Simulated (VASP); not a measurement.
The system is KHf2O2.

```xyz
5
Lattice="4.2469 0.0000 0.0000 -2.1235 3.6780 0.0000 0.0000 0.0000 6.1007" Properties=species:S:1:pos:R:3 pbc="T T T"
K     0.0000    0.0000    3.0503
Hf    0.0000    2.4520    3.0503
Hf    2.1235    1.2260    3.0503
O     0.0000    0.0000    4.8520
O     0.0000    0.0000    1.2487
```

* Program: VASP 6.6.1
* Task: relaxation of cell and atoms
* Functional: PBE
* Potentials or basis: VASP PAW PBE potentials, release 64 (K_sv, Hf_pv, O)
* Cutoff: 600 eV
* k mesh: 6 × 6 × 4
* Occupations: gaussian, width 0.1 eV
* Spin: no spin polarisation

At the start: pressure 39.6 GPa; volume 19.06 Å³/atom.

Task: How do energy, volume and symmetry change on relaxing?

Result: Over 35 steps the energy falls by 1893.8 meV/atom and the volume is 29.42 Å³/atom (+54.4 %); space group P6/mmm (No. 191, to 0.05 Å).

The path:
| step | energy change (eV) | largest force (eV/Å) | pressure (GPa) | volume (Å³) |
| --- | --- | --- | --- | --- |
| 1 | 0.0000 | 4.1676 | 39.58 | 95.29 |
| 2 | -6.4885 | 0.7992 | -4.30 | 175.02 |
| 3 | -6.6743 | 1.0094 | -0.59 | 156.02 |
| 4 | -6.6804 | 0.9671 | -1.22 | 158.69 |
| 5 | -6.9082 | 1.5692 | -1.19 | 154.65 |
| 6 | -7.9877 | 5.4566 | 0.13 | 142.05 |
| 7 | 7.2759 | 86.0077 | 56.82 | 114.77 |
| 8 | -7.1316 | 6.1614 | 1.43 | 141.14 |
| 9 | -7.4134 | 6.9350 | 3.09 | 136.61 |
| 10 | -6.6797 | 4.7919 | 12.69 | 125.91 |
| 11 | -7.3652 | 7.3021 | 4.96 | 133.58 |
| 12 | -7.2987 | 7.1572 | 7.01 | 130.93 |
| 13 | -7.3261 | 7.2342 | 6.49 | 131.55 |
| 14 | -7.3367 | 7.1800 | 6.60 | 131.40 |
| 15 | -7.3635 | 6.9933 | 6.95 | 130.98 |
| 16 | -7.3934 | 6.4952 | 7.73 | 130.13 |
| 17 | -7.3279 | 4.8274 | 9.68 | 128.43 |
| 18 | -7.3896 | 6.2978 | 8.03 | 129.84 |
| 19 | -7.4247 | 6.2144 | 7.94 | 129.91 |
| 20 | -7.5273 | 5.9635 | 7.69 | 130.15 |
| 21 | -7.7216 | 5.4572 | 7.21 | 130.62 |
| 22 | -8.0672 | 4.4242 | 6.37 | 131.55 |
| 23 | -8.5935 | 2.2234 | 5.17 | 133.40 |
| 24 | -9.0027 | 3.4242 | 4.67 | 137.07 |
| 25 | -9.1788 | 1.9606 | 3.46 | 138.55 |
| 26 | -9.3946 | 0.6891 | 1.01 | 142.30 |
| 27 | -9.4061 | 1.1849 | 0.50 | 143.30 |
| 28 | -9.4065 | 1.3036 | 0.37 | 143.56 |
| 29 | -9.4271 | 1.0953 | 0.29 | 144.12 |
| 30 | -9.4634 | 0.4623 | 0.16 | 145.82 |
| 31 | -9.4682 | 0.1479 | 0.13 | 146.65 |
| 32 | -9.4683 | 0.1156 | 0.13 | 146.74 |
| 33 | -9.4689 | 0.0242 | 0.14 | 146.82 |
| 34 | -9.4691 | 0.0556 | 0.16 | 146.89 |
| 35 | -9.4692 | 0.0195 | 0.09 | 147.08 |

Final structure:
```cif
data_structure
_symmetry_space_group_name_H-M 'P 1'
_symmetry_Int_Tables_number 1
_cell_length_a 5.3205
_cell_length_b 5.3205
_cell_length_c 5.9998
_cell_angle_alpha 90.000
_cell_angle_beta 90.000
_cell_angle_gamma 120.000
_cell_volume 147.08
loop_
_atom_site_label
_atom_site_type_symbol
_atom_site_fract_x
_atom_site_fract_y
_atom_site_fract_z
_atom_site_occupancy
K1 K 0.00000 0.00000 0.50000 1
Hf1 Hf 0.33333 0.66667 0.50000 1
Hf2 Hf 0.66667 0.33333 0.50000 1
O1 O 0.00000 0.00000 0.88866 1
O2 O 0.00000 0.00000 0.11134 1
```

Caveat: the volume moved by over 15 % at a fixed basis, so the end points are rough; an odd number of electrons without spin polarisation forces a metal; a magnetic or distorted state may lie lower.
